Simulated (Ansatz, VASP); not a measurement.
**Two plane-wave programs on Cu3N**

```xyz
4
Lattice="3.7887 0.0000 0.0000 0.0000 3.7887 0.0000 0.0000 0.0000 3.7887" Properties=species:S:1:pos:R:3 pbc="T T T"
Cu    1.8943    0.0000    0.0000
Cu    0.0000    1.8943    0.0000
Cu    0.0000    0.0000    1.8943
N     0.0000    0.0000    0.0000
```

Alike in both runs: functional r2SCAN; k mesh 6 × 6 × 6; occupations fermi-dirac, width 0.05 eV; no spin polarisation.

Ansatz relaxed the structure, and its values are those at the end. VASP's run is a single point on that final structure, the one shown.

|  | VASP | Ansatz |
| --- | --- | --- |
| version | VASP 6.6.1 | Ansatz 0.2.0 |
| potentials or method | VASP PAW PBE potentials, release 64 (Cu, N) | plane waves, PAW |
| plane-wave cutoff (eV) | 660 | 500 |
| valence electrons in the cell | 38 | 62 |

Ansatz gave:

```
pressure (GPa) : 0.0
```

What did VASP give for the same quantities?

Pressure (GPa): 0.8.

VASP's potentials were made for PBE, not for r2SCAN. VASP's potentials hold 38 valence electrons a cell and Ansatz's 62, so a difference there can come from the potentials and not from the codes.
